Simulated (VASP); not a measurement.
Ti, 1 atom in the cell. The structure is hexagonal, space group P6/mmm (No. 191). The conventional cell has a = 2.360 Å, b = 2.360 Å, c = 2.322 Å, α = 90.00°, β = 90.00°, γ = 120.00°. Within 3.1 Å of Ti (site symmetry 6/mmm) lie 8 Ti at 2.32 to 2.36 Å. 

```yaml
Program: VASP 6.6.1
Task: relaxation of cell and atoms
Functional: LDA
Potentials_or_basis: VASP PAW LDA potentials, release 64 (Ti_sv)
Cutoff: 600 eV
k_mesh: 18 × 18 × 17
Occupations: fermi-dirac, width 0.05 eV
Spin: no spin polarisation
Target_pressure: 75 GPa
Dipole_correction: no
Further_INCAR_settings: ALGO = Normal; EDIFF = 1e-06; IBRION = 2; EDIFFG = -0.005; NSW = 32; ISIF = 3
```

Potentials or basis: VASP PAW LDA potentials, release 64 (Ti_sv).

Run with:

```sh
$ cat potpaw_LDA.64/Ti_sv/POTCAR > POTCAR
$ mpirun -np 1 vasp_std > vasp.out
```

Hardware: 1 thread of Intel(R) Xeon(R) Platinum 8259CL CPU @ 2.50GHz (Skylake/Cascade Lake), with other jobs on the host.

Q: How long does it take, and how much memory?

A: It took 3.6 min on 1 thread of Intel(R) Xeon(R) Platinum 8259CL CPU @ 2.50GHz (Skylake/Cascade Lake) (shared host), peak memory 0.17 GiB. Counts: scf iterations 81, k points 333, ion steps 20.
